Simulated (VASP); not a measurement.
WC: single point with r2SCAN

WC:

```
W C
1.0
     2.88264    0.00000    0.00000
    -1.44132    2.49644    0.00000
     0.00000    0.00000    2.81402
W C
1 1
Direct
  0.00000 0.00000 0.00000
  0.66667 0.33333 0.50000
```

```json
{
 "Program": "VASP 6.6.1",
 "Task": "single point",
 "Functional": "r2SCAN",
 "Potentials or basis": "VASP PAW PBE potentials, release 64 (W_sv, C)",
 "Cutoff": "520 eV",
 "k mesh": "18 × 18 × 14",
 "Occupations": "gaussian, width 0.1 eV",
 "Spin": "no spin polarisation"
}
```

The pressure is 14.2 GPa. The band gap on the k mesh is zero (band 9 reaches 12.05 eV, above the bottom of band 10 at 10.71 eV).

Stress tensor (GPa, compression positive):
```
14.02  0.00  0.00
 0.00 14.02  0.00
 0.00  0.00 14.41
```

Levels at points of the mesh, in eV from the Fermi level:
| k point | band 7 | band 8 | band 9 | band 10 | band 11 | band 12 |
| --- | --- | --- | --- | --- | --- | --- |
| (0.00, 0.00, 0.00) | -3.58 | -3.58 | 0.11 | 3.54 | 3.54 | 6.12 |
| (0.50, 0.00, 0.00) | -3.87 | -3.81 | -0.51 | 2.58 | 4.91 | 5.31 |
| (0.00, 0.00, 0.50) | -2.15 | -2.15 | -0.60 | -0.60 | 3.93 | 4.92 |
| (0.50, 0.00, 0.50) | -4.61 | -4.42 | 0.28 | 4.79 | 5.70 | 7.23 |

Run time: 3.3 min on 1 thread of Intel(R) Xeon(R) Platinum 8488C (Sapphire Rapids), on a shared host, peak memory 0.22 GiB.

Caveat: the PAW data sets were made with another functional, which shifts forces and pressure a little; spin-orbit coupling is left out, which moves the levels of the heavy elements.
